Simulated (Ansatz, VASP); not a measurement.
**As: VASP beside Ansatz**

```
CELL_PARAMETERS angstrom
3.00317 0.00000 0.00000
-1.50158 2.60082 0.00000
0.00000 0.00000 4.86513
ATOMIC_POSITIONS crystal
As 0.33333 0.66667 0.25000
As 0.66667 0.33333 0.75000
```

Alike in both runs: task relaxation of cell and atoms; functional PBE; k mesh 16 × 16 × 9; occupations fermi-dirac, width 0.05 eV; no spin polarisation.

```csv
,VASP,Ansatz
version,VASP 6.6.1,Ansatz 0.2.0
potentials or method,"VASP PAW PBE potentials, release 64 (As)","PAW with Ansatz's default frozen-core files, scalar-relativistic"
plane-wave cutoff (eV),600,420
valence electrons in the cell,10,30
```

```tsv
	VASP	Ansatz	Ansatz less VASP
relaxed volume (Å³/atom)	19.24	19.23	-0.012
relaxed cell length with the largest relative difference (Å)	4.764	4.763	-0.0012
```

VASP's potentials hold 10 valence electrons a cell and Ansatz's 30, so a difference there can come from the potentials and not from the codes.
